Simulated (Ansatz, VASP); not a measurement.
**AgS in VASP and in Ansatz**

Contents of POSCAR:

```
AgS
1.0
   -3.6188690000      3.6188690000      3.1605840000
    3.6188690000     -3.6188690000      3.1605840000
    3.6188690000      3.6188690000     -3.1605840000
Ag S
4 4
Direct
    0.7500000000      0.2500000000      0.5000000000
    0.2500000000      0.7500000000      0.5000000000
    0.2500000000      0.2500000000      0.0000000000
    0.7500000000      0.7500000000      0.0000000000
    0.6790000000      0.1790000000      0.8580000000
    0.1790000000      0.3210000000      0.5000000000
    0.3210000000      0.8210000000      0.1420000000
    0.8210000000      0.6790000000      0.5000000000
```

Contents of INCAR.step1:

```
SYSTEM = AgS
ALGO = Normal ; EDIFF = 1E-4
ENCUT = 520 ; GGA = PE
ISMEAR = 1 ; LASPH = .True.
LCHARG = .False. ; LREAL = .False.
LWAVE = .True. ; NBANDS = 44
NELM = 60 ; PREC = Accurate
SIGMA = 0.0413
```

Contents of INCAR.step2:

```
SYSTEM = AgS
ALGO = Normal ; EDIFF = 1E-6
ENCUT = 520 ; ISIF = 2
ISMEAR = 1 ; ISTART = 1
LASPH = .True. ; LCHARG = .False.
LMIXTAU = .True. ; LREAL = .False.
LWAVE = .False. ; METAGGA = R2SCAN
NBANDS = 44 ; NELM = 60
PREC = Accurate ; SIGMA = 0.0413
```

File KPOINTS:

```
k-points
0
Gamma
  6 6 6
  0 0 0
```

Input for Ansatz:

```yaml
crystal:
  lattice:
    - [-3.618869, 3.618869, 3.160584]
    - [3.618869, -3.618869, 3.160584]
    - [3.618869, 3.618869, -3.160584]
  atoms:
    - { symbol: Ag, position: [0.75, 0.25, 0.5] }
    - { symbol: Ag, position: [0.25, 0.75, 0.5] }
    - { symbol: Ag, position: [0.25, 0.25, 0.0] }
    - { symbol: Ag, position: [0.75, 0.75, 0.0] }
    - { symbol: S, position: [0.679, 0.179, 0.858] }
    - { symbol: S, position: [0.179, 0.321, 0.5] }
    - { symbol: S, position: [0.321, 0.821, 0.142] }
    - { symbol: S, position: [0.821, 0.679, 0.5] }
  symmetry: { tolerance: 0.0003 }
kpoints:
  mp_grid: { grid: [6, 6, 6], shift: [0, 0, 0] }
  band_path:
    path:
      - [0.0, 0.0, 0.0]
      - [0.0, 0.0, 0.5]
      - [-0.5, 0.5, 0.5]
      - [0.0, 0.0, 0.0]
      - [0.44069046, 0.44069046, -0.44069046]
      - [-0.44069046, 0.55930954, 0.44069046]
      - [-0.5, 0.5, 0.5]
      - [0.0, 0.0, 0.5]
      - [0.25, 0.25, 0.25]
      - [0.0, 0.5, 0.0]
      - [0.0, 0.0, 0.0]
    npoints: 6
magnetization:
  spin_polarized: false
scf:
  occupations: { method: cold, width: 0.0413 }
  lower_state_search: "off"
  max_iter: 200
hamiltonian:
  pseudopotentials: { kind: paw }
  xc: r2scan
basis:
  ecutwfc: 500
  fft_grid_basis: typed
output:
  forces: true
  stress: true
  eigenvalues: true
  bader: true
  populations: true
  elf: true
  write_potential: true
  volumetric_format: npy
  dos:
    e_range: [-12, 8]
    de: 0.05
    projected: { site_lists: { Ag: [Ag], S: [S] } }
checkpoint:
  read: saved_state
```

Alike in both runs: task single point; functional r2SCAN; k mesh 6 × 6 × 6; no spin polarisation.

```csv
,VASP,Ansatz
version,VASP 6.6.1,Ansatz 0.2.0
potentials or method,"VASP PAW PBE potentials, release 64 (Ag, S), cutoff 520 eV",PAW plane waves
occupations,"methfessel-paxton of order 1, width 0.0413 eV","cold, width 0.0413 eV"
valence electrons in the cell,68,100
```

```csv
,VASP,Ansatz,Ansatz less VASP
pressure (GPa),-2.2,-2.0,+0.22
"traceless stress, the component that is largest in VASP (GPa)",1.31,1.33,+0.019
rms of the force components (eV/Å),0.217,0.226,+0.0094
```

VASP's potentials were made for PBE, not for r2SCAN. Atom by atom the forces differ by 0.009 eV/Å (rms over components). VASP's potentials hold 68 valence electrons a cell and Ansatz's 100, so a difference there can come from the potentials and not from the codes.
